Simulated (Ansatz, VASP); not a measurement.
Cd3SeS2 in VASP and in Ansatz

```
Cd Se S
1.0
    -2.12758    2.12758    9.01573
     2.12758   -2.12758    9.01573
     2.12758    2.12758   -9.01573
Cd Se S
3 1 2
Direct
  0.83888 0.83888 0.00000
  0.50000 0.50000 0.00000
  0.16112 0.16112 0.00000
  0.25000 0.75000 0.50000
  0.58045 0.08045 0.50000
  0.91955 0.41955 0.50000
```

Alike in both runs: task single point; functional PBE; k mesh 10 × 10 × 10; occupations gaussian, width 0.02 eV; no spin polarisation.

```csv
,VASP,Ansatz
version,VASP 6.6.1,Ansatz 0.2.0
potentials or method,"VASP PAW PBE potentials, release 64 (Cd, Se, S), cutoff 520 eV","scalar-relativistic, plane waves, PAW"
valence electrons in the cell,54,88
```

VASP gave:

| Quantity | Value |
| --- | --- |
| gap on the k mesh at the Fermi level (eV) | 0.80 |
| least direct gap on the mesh (eV) | 0.80 |
| pressure (GPa) | 0.3 |

Task: Which values does Ansatz return?

Result: gap on the k mesh at the Fermi level (eV): 0.80; least direct gap on the mesh (eV): 0.80; pressure (GPa): 0.0.

VASP's potentials hold 54 valence electrons a cell and Ansatz's 88, so a difference there can come from the potentials and not from the codes.
